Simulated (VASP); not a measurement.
Here is a VASP 6.6.1 calculation.

POSCAR

```
AgBr
1.0
    4.0921149444      0.0000000000      0.0448480787
    0.0000000000      4.0890085681      0.0000000000
   -0.0528492746      0.0000000000      5.7846356070
Ag Br
2 2
Direct
    0.7505700997      0.7500000000      0.7499207460
    0.2494299003      0.2500000000      0.2500792540
    0.2501231929      0.2500000000      0.7501314385
    0.7498768071      0.7500000000      0.2498685615
```

Contents of INCAR.step1:

```
SYSTEM = AgBr
PREC     = Accurate       ! precision mode
ENCUT    = 550            ! plane-wave cutoff, eV
ISMEAR   = 0              ! smearing method
SIGMA    = 0.02           ! smearing width, eV
LREAL    = .FALSE.        ! projectors in reciprocal space
LASPH    = .TRUE.         ! aspherical terms in the spheres
NELM     = 120            ! most SCF steps
NBANDS   = 26             ! bands
GGA      = PE             ! functional
ALGO     = Normal         ! electronic algorithm
EDIFF    = 1E-5           ! SCF threshold, eV
LWAVE    = .TRUE.         ! write WAVECAR
LCHARG   = .FALSE.        ! write CHGCAR
GGA_COMPAT= .FALSE.
```

INCAR.step2

```
SYSTEM = AgBr
PREC     = Accurate       ! precision mode
ENCUT    = 550            ! plane-wave cutoff, eV
EDIFF    = 1E-6           ! SCF threshold, eV
ISMEAR   = 0              ! smearing method
SIGMA    = 0.02           ! smearing width, eV
LREAL    = .FALSE.        ! projectors in reciprocal space
LASPH    = .TRUE.         ! aspherical terms in the spheres
NELM     = 120            ! most SCF steps
ALGO     = Normal         ! electronic algorithm
ISIF     = 2              ! what is computed and relaxed
LWAVE    = .FALSE.        ! write WAVECAR
LCHARG   = .FALSE.        ! write CHGCAR
METAGGA  = R2SCAN         ! meta-GGA
LMIXTAU  = .TRUE.       
NBANDS   = 26             ! bands
ISTART   = 1            
GGA_COMPAT= .FALSE.
```

The input KPOINTS:

```
regular mesh
0
G
  8 8 6
  0 0 0
```

Potentials or basis: VASP PAW PBE potentials, release 64 (Ag, Br).

Run with:

```sh
$ cat potpaw_PBE.64/Ag/POTCAR potpaw_PBE.64/Br/POTCAR > POTCAR
$ cp INCAR.step1 INCAR
$ mpirun -np 1 vasp_std > vasp.out
$ cp INCAR.step2 INCAR
$ mpirun -np 1 vasp_std > vasp.out
```

Task: Estimate the largest force.

Result: 0.003 eV/Å.

Task: Predict the pressure.

Result: -0.1 GPa.

Task: Predict the band gap on the k mesh.

Result: 1.24 eV.

Forces in eV/Å, atoms in the order of the input:
```
Ag  -0.002  0.000 -0.001
Ag   0.002  0.000  0.001
Br   0.002  0.000 -0.002
Br  -0.002  0.000  0.002
```

Caveat: the PAW data sets were made with another functional, which shifts forces and pressure a little. A k mesh can miss the band edges.
